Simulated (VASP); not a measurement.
Input of a VASP 6.6.1 run:

INCAR

```
PREC = Accurate
ENCUT = 650
EDIFF = 1E-8
ISMEAR = -1
SIGMA = 0.03
LREAL = F
LASPH = T
NELM = 120
ALGO = Normal
ISIF = 2
LWAVE = F
LCHARG = F
GGA = CA
LEFG = T
NBANDS = 12
GGA_COMPAT = F
```

File KPOINTS:

```
Automatic mesh
0
Gamma
  8 8 8
```

The input POSCAR:

```
LiBr
1.0
    0.0000000000      2.7445000000      2.7445000000
    2.7445000000      0.0000000000      2.7445000000
    2.7445000000      2.7445000000      0.0000000000
Li Br
1 1
Direct
    0.0000000000      0.0000000000      0.0000000000
    0.5000000000      0.5000000000      0.5000000000
```

Potentials or basis: VASP PAW LDA potentials, release 64 (Li_sv, Br).

Launch:

```bash
$ cat potpaw_LDA.64/Li_sv/POTCAR potpaw_LDA.64/Br/POTCAR > POTCAR
$ mpirun -np 1 vasp_std > vasp.out
```

Predict the band gap on the k mesh.

4.69 eV, direct.

What does it give for the pressure?

-2.7 GPa.

Caveat: without QUAD_EFG the Cq values of the log hold for a quadrupole moment of 1 mb, not for the nuclei. LDA gaps usually lie below the measured ones, often by a third to a half.
